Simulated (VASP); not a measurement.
Here is a VASP 6.6.1 calculation.

File INCAR:

```
SYSTEM = HgTe
  ALGO = Normal
  EDIFF = 1E-6
  ENCUT = 520
  GGA = PS
  ISIF = 2
  ISMEAR = -1
  LASPH = .TRUE.
  LCHARG = .FALSE.
  LREAL = .FALSE.
  LWAVE = .FALSE.
  NBANDS = 26
  NELM = 60
  PREC = Accurate
  SIGMA = 0.05
```

KPOINTS

```
k-points
0
G
  6 6 5
  0 0 0
```

POSCAR

```
HgTe
1.0
    3.0123365776     -3.4898894638      0.0000000000
    3.0123365776      3.4898894638      0.0000000000
    0.0000000000      0.0000000000      5.8365565098
Hg Te
2 2
Direct
    0.6569500000      0.3430500000      0.2500000000
    0.3430500000      0.6569500000      0.7500000000
    0.2151910000      0.7848090000      0.2500000000
    0.7848090000      0.2151910000      0.7500000000
```

Potentials or basis: VASP PAW PBE potentials, release 64 (Hg, Te).

Launch:

```sh
$ cat potpaw_PBE.64/Hg/POTCAR potpaw_PBE.64/Te/POTCAR > POTCAR
$ mpirun -np 1 vasp_std > vasp.out
```

**Question.** Predict the largest force.

**Answer.** 0.238 eV/Å.

**Question.** Estimate the pressure.

**Answer.** -4.0 GPa.

**Question.** Predict the band gap on the k mesh.

**Answer.** Zero (band 18 reaches 3.82 eV, above the bottom of band 19 at 1.85 eV).

Stress tensor (GPa, compression positive):
```
-4.24  0.00  0.00
 0.00 -3.36  0.00
 0.00  0.00 -4.33
```

Caveat: the PAW data sets were made with another functional, which shifts forces and pressure a little; spin-orbit coupling is left out, which moves the levels of the heavy elements.
